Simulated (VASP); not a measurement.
# Na (I4/mmm) in VASP: further runs

Na is run at these levels: PBE; tasks: single point.

All numbers are computed with VASP 6.6.1; they aren't measurements. Logs are shortened: lines on timing, memory, paths and dates and some standing lists are left out, and cuts for length are marked.

**1. The cell of the first run**

The structure is tetragonal, space group I4/mmm (No. 139). Conventional cell: a = 4.044 Å, b = 4.044 Å, c = 4.235 Å, α = 90.00°, β = 90.00°, γ = 90.00°. Na (site symmetry 4/mmm) has 14 Na at 3.56 to 4.24 Å within 4.7 Å.

**2. Single point, PBE (strain -0.0450 x Voigt [1, 1, 0, 0, 0, 0])**

Input file INCAR:

```
  ALGO = Fast
  EDIFF = 1E-7
  ENCUT = 520
  GGA = PE
  ISIF = 2
  ISMEAR = 0
  LASPH = T
  LCHARG = F
  LREAL = F
  LWAVE = F
  NBANDS = 10
  NELM = 100
  PREC = Accurate
  SIGMA = 0.15
```

Input file KPOINTS:

```
k-points
0
Gamma
  16 16 16
```

Input file POSCAR:

```
Na
1.0
   -2.0222125000      2.0222125000      2.1175000000
    2.0222125000     -2.0222125000      2.1175000000
    2.0222125000      2.0222125000     -2.1175000000
Na
1
Direct
    0.0000000000      0.0000000000      0.0000000000
```

Potentials or basis: VASP PAW PBE potentials, release 64 (Na_pv).

Started as:

```sh
cat potpaw_PBE.64/Na_pv/POTCAR > POTCAR
mpirun -np 1 vasp_std > vasp.out
```

OUTCAR:

```text
EDIFF = 1E-7
   ENCUT = 520
   GGA = PE
   ISIF = 2
   ISMEAR = 0
   LASPH = T
   LREAL = F
   NELM = 100
   PREC = Accurate

 ion  position               nearest neighbor table
   1  0.000  0.000  0.000-

  LATTYP: Found a body centered tetragonal cell.
 ALAT       =     4.0444250000
 C/A-ratio  =     1.0471204188

  Lattice vectors:

 A1 = (  -2.0222125000,   2.0222125000,   2.1175000000)
 A2 = (   2.0222125000,  -2.0222125000,   2.1175000000)
 A3 = (   2.0222125000,   2.0222125000,  -2.1175000000)

Analysis of symmetry for initial positions (statically):
=====================================================================
 Subroutine PRICEL returns:
 Original cell was already a primitive cell.

 Routine SETGRP: Setting up the symmetry group for a
 body centered tetragonal supercell.

 Subroutine GETGRP returns: Found 16 space group operations
 (whereof 16 operations were pure point group operations)
 out of a pool of 16 trial point group operations.

The static configuration has the point symmetry D_4h.

Analysis of symmetry for dynamics (positions and initial velocities):
=====================================================================
 Subroutine PRICEL returns:
 Original cell was already a primitive cell.

 Routine SETGRP: Setting up the symmetry group for a
 body centered tetragonal supercell.

 Subroutine GETGRP returns: Found 16 space group operations
 (whereof 16 operations were pure point group operations)
 out of a pool of 16 trial point group operations.

The dynamic configuration has the point symmetry D_4h.

 Subroutine INISYM returns: Found 16 space group operations
 (whereof 16 operations are pure point group operations),
 and found     1 'primitive' translations

----------------------------------------------------------------------------------------

                                     Primitive cell

  volume of cell :      34.6367

  direct lattice vectors                    reciprocal lattice vectors
    -2.022212500  2.022212500  2.117500000     0.000000000  0.247253936  0.236127509
     2.022212500 -2.022212500  2.117500000     0.247253936  0.000000000  0.236127509
     2.022212500  2.022212500 -2.117500000     0.247253936  0.247253936  0.000000000

  length of vectors
     3.558439692  3.558439692  3.558439692     0.341892833  0.341892833  0.349669870

  position of ions in fractional coordinates (direct lattice)
     0.000000000  0.000000000  0.000000000

  ion indices of the primitive-cell ions
   primitive index   ion index
                 1           1

----------------------------------------------------------------------------------------

 KPOINTS: k-points

Automatic generation of k-mesh.
 Grid dimensions read from file:
 generate k-points for:   16   16   16

 Generating k-lattice:

  Cartesian coordinates                     Fractional coordinates (reciprocal lattice)
     0.000000000  0.015453371  0.014757969     0.062500000 -0.000000000  0.000000000
     0.015453371  0.000000000  0.014757969    -0.000000000  0.062500000  0.000000000
     0.015453371  0.015453371  0.000000000     0.000000000  0.000000000  0.062500000

  Length of vectors
     0.021368302  0.021368302  0.021854367

  Shift w.r.t. Gamma in fractional coordinates (k-lattice)
     0.000000000  0.000000000  0.000000000

 Subroutine IBZKPT returns following result:
 ===========================================

 Found    349 irreducible k-points:

 Following reciprocal coordinates:
            Coordinates               Weight
  0.000000  0.000000  0.000000      1.000000
  0.062500  0.000000  0.000000      8.000000
  0.125000  0.000000  0.000000      8.000000
  0.187500 -0.000000  0.000000      8.000000
  0.250000  0.000000  0.000000      8.000000
  0.312500  0.000000 -0.000000      8.000000
[... 16 lines left out ...]
 -0.125000  0.062500  0.000000     16.000000
 -0.062500  0.062500  0.000000      4.000000
 [... further k-points ...]
   k-points           NKPTS =    349   k-points in BZ     NKDIM =    349   number of bands    NBANDS=     10
   number of dos      NEDOS =    301   number of ions     NIONS =      1
   total plane-waves  NPLWV =  21952
   dimension x,y,z NGX =    28 NGY =   28 NGZ =   28
   dimension x,y,z NGXF=    56 NGYF=   56 NGZF=   56
   ions per type =               1
   NGX,Y,Z   is equivalent  to a cutoff of  13.08, 13.08, 13.08 a.u.
   NGXF,Y,Z  is equivalent  to a cutoff of  26.16, 26.16, 26.16 a.u.
 SYSTEM =  unknown system
   PREC   = accura    normal or accurate (medium, high low for compatibility)
   ISTART =      0    job   : 0-new  1-cont  2-samecut
   ICHARG =      2    charge: 1-file 2-atom 10-const
   ISPIN  =      1    spin polarized calculation?
   LNONCOLLINEAR =      F non collinear calculations
   LSORBIT =      F    spin-orbit coupling
   LASPH  =      T    aspherical Exc in radial PAW
   ENCUT  =  520.0 eV  38.22 Ry    6.18 a.u.   6.62  6.62  6.62*2*pi/ulx,y,z
   NELM   =    100;   NELMIN=  2; NELMDL= -5     # of ELM steps
   EDIFF  = 0.1E-06   stopping-criterion for ELM
   LREAL  =      F    real-space projection
   EDIFFG = 0.1E-05   stopping-criterion for IOM
   NSW    =      0    number of steps for IOM
   IBRION =     -1    ionic relax: 0-MD 1-quasi-New 2-CG
   NFREE  =      0    steps in history (QN), initial steepest desc. (CG)
   ISIF   =      2    stress and relaxation
   ISYM   =      2    0-nonsym 1-usesym 2-fastsym
   POTIM  = 0.5000    time-step for ionic-motion
   TEBEG  =    0.0;   TEEND  =   0.0 temperature during run
   PSTRESS=    0.0 pullay stress
   NELECT =       7.0000    total number of electrons
   NUPDOWN=      -1.0000    fix difference up-down
   EMIN   =  10.00;   EMAX   =-10.00  energy-range for DOS
   EFERMI =   0.00;   METHOD = LEGACY
   ISMEAR =     0;   SIGMA  =   0.15  broadening in eV -4-tet -1-fermi 0-gaus
   EFERMI_NEDOS =   21; number of points for ismear=-14 and -15
   IALGO  =     68    algorithm
   IMIX   =      4    mixing-type and parameters
     AMIX     =   0.40;   BMIX     =  1.00
     AMIX_MAG =   1.60;   BMIX_MAG =  1.00
  volume/ion in A,a.u.               =      34.64       233.74
  Fermi-wavevector in a.u.,A,eV,Ry     =   0.960716  1.815491 12.557849  0.922976
  Thomas-Fermi vector in A             =   2.090025
   LORBIT       =      0    0 simple, 1 ext, 2 COOP (PROOUT), +10 PAW based schemes
   GGA     = PE    functional components
   LHFCALC =     F    Hartree Fock is set to
   AEXX    =    0.0000 exact exchange contribution
   IVDW    =     0    specifies the selected vdW correction
   LEPSILON=     F    determine dielectric tensor
   LRPA    =     F    only Hartree local field effects (RPA)
 non-spin polarized calculation
 RMM-DIIS sequential band-by-band and
 Gauss-broadening in eV      SIGMA  =   0.15
  energy-cutoff  :      520.00
  volume of cell :       34.64
 maximum number of plane-waves:       955
   NGX = 13   NGY = 13   NGZ = 13

 number of electron       6.9999996 magnetization

 Free energy of the ion-electron system (eV)
  ---------------------------------------------------
  ext. energy  EPLUGINS =         0.00000000
  ---------------------------------------------------
  free energy    TOTEN  =        -1.30990631 eV

  energy without entropy =       -1.30497410  energy(sigma->0) =       -1.30744020

 E-fermi :   0.5328     XC(G=0):  -6.6819

 val. band max:        0.5086365234   @ k =   0.5000   0.2500   0.0000
 cond. band min:       0.5335319318   @ k =  -0.2500  -0.3750   0.2500
 fundamental gap:      0.0248954084
 Fermi energy:         0.5327677542

 k-point     1 :       0.0000    0.0000    0.0000
  band No.  band energies     occupation
      1     -24.3204      2.00000
      2     -24.3204      2.00000
      3     -24.3202      2.00000
      4      -2.8923      2.00000
      5      12.4910      0.00000
      6      12.4910      0.00000
      7      13.2072      0.00000
      8      13.4127      0.00000
      9      14.0527      0.00000
     10      14.2583      0.00000

 k-point     2 :       0.0625    0.0000    0.0000
  band No.  band energies     occupation
      1     -24.3221      2.00000
      2     -24.3210      2.00000
      3     -24.3203      2.00000
      4      -2.8210      2.00000
      5      11.5230      0.00000
      6      12.1416      0.00000
      7      12.8291      0.00000
      8      12.9545      0.00000
      9      13.4256      0.00000
     10      14.4877      0.00000

 k-point     3 :       0.1250    0.0000    0.0000
  band No.  band energies     occupation
      1     -24.3271      2.00000
      2     -24.3226      2.00000
      3     -24.3203      2.00000
      4      -2.6079      2.00000
      5       9.8601      0.00000
      6      11.4828      0.00000
      7      12.2314      0.00000
      8      12.4576      0.00000
      9      13.0121      0.00000
     10      14.6632      0.00000

 k-point     4 :       0.1875   -0.0000    0.0000
  band No.  band energies     occupation
      1     -24.3345      2.00000
      2     -24.3249      2.00000
      3     -24.3202      2.00000
      4      -2.2549      2.00000
      5       8.2181      0.00000
      6      10.8310      0.00000
      7      11.6773      0.00000
      8      11.8512      0.00000
      9      12.7242      0.00000
     10      14.7811      0.00000
[... 222 lines left out ...]
 k-point    22 :      -0.1875    0.0625   -0.0000
  band No.  band energies     occupation
      1     -24.3317      2.00000
      2     -24.3234      2.00000
      3     -24.3210      2.00000
      4      -2.3860      2.00000
      5       9.0147      0.00000
      6      10.5187      0.00000
      7      11.4452      0.00000
      8      12.6173      0.00000
      9      13.0525      0.00000
     10      14.4641      0.00000

 k-point    23 :      -0.1250    0.0625    0.0000
  band No.  band energies     occupation
      1     -24.3256      2.00000
      2     -24.3215      2.00000
      3     -24.3209      2.00000
      4      -2.6723      2.00000
      5      10.6516      0.00000
      6      11.2874      0.00000
      7      11.9219      0.00000
      8      12.7317      0.00000
      9      13.4301      0.00000
     10      14.5887      0.00000

 k-point    24 :      -0.0625    0.0625    0.0000
  band No.  band energies     occupation
      1     -24.3222      2.00000
      2     -24.3208      2.00000
      3     -24.3205      2.00000
      4      -2.8178      2.00000
      5      11.9545      0.00000
      6      12.1408      0.00000
      7      12.1999      0.00000
      8      12.8175      0.00000
      9      13.5360      0.00000
     10      14.7523      0.00000

 [... further k-points ...]
[... 5 lines left out ...]
  --------------------------------------------------------------------------------------
  -------------------------------------------------------------------------------------
  Total        0.1242996      0.1242996      0.1145312      0.0000000     -0.0000000      0.0000000
  in kB        5.7496739      5.7496739      5.2978216      0.0000000     -0.0000000      0.0000000
  external PRESSURE =       5.5990564 kB  Pullay stress =       0.0000000 kB

 VOLUME and BASIS-vectors are now :
 -----------------------------------------------------------------------------
  energy-cutoff  :      520.00
  volume of cell :       34.64
      direct lattice vectors                 reciprocal lattice vectors
    -2.022212500  2.022212500  2.117500000     0.000000000  0.247253936  0.236127509
     2.022212500 -2.022212500  2.117500000     0.247253936  0.000000000  0.236127509
     2.022212500  2.022212500 -2.117500000     0.247253936  0.247253936  0.000000000

 POSITION                                       TOTAL-FORCE (eV/Angst)
 -----------------------------------------------------------------------------------
      0.00000      0.00000      0.00000        -0.000000     -0.000000      0.000000
 -----------------------------------------------------------------------------------
    total drift:                               -0.000000     -0.000000     -0.000000

  FREE ENERGIE OF THE ION-ELECTRON SYSTEM (eV)
  ---------------------------------------------------
  free  energy   TOTEN  =        -1.3099063064 eV

  energy  without entropy=       -1.3049741006  energy(sigma->0) =       -1.30744020
```

Wall time 44 s (1 thread of Intel Xeon 6975P-C (Granite Rapids), shared host); peak memory 0.22 GiB.

What came out:

```
Free energy : -1.3099 eV
Pressure    : 0.6 GPa
```

Levels at points of the mesh, in eV from the Fermi level:
| k point | band 1 | band 2 | band 3 | band 4 | band 5 | band 6 | band 7 | band 8 |
| --- | --- | --- | --- | --- | --- | --- | --- | --- |
| (0.00, 0.00, 0.00) | -24.85 | -24.85 | -24.85 | -3.43 | 11.96 | 11.96 | 12.67 | 12.88 |
| (0.50, 0.00, 0.00) | -24.90 | -24.87 | -24.85 | 0.72 | 1.23 | 8.70 | 9.85 | 9.87 |
| (0.50, 0.50, 0.00) | -24.90 | -24.87 | -24.85 | 0.90 | 1.44 | 8.10 | 9.23 | 9.27 |
| (0.50, 0.50, 0.50) | -24.89 | -24.88 | -24.88 | 4.39 | 4.60 | 4.84 | 5.42 | 5.42 |

Caveat: the cell differs from its parent crystal (strain -0.0450 x Voigt [1, 1, 0, 0, 0, 0]).

(Part 1 of 2 ends here.)
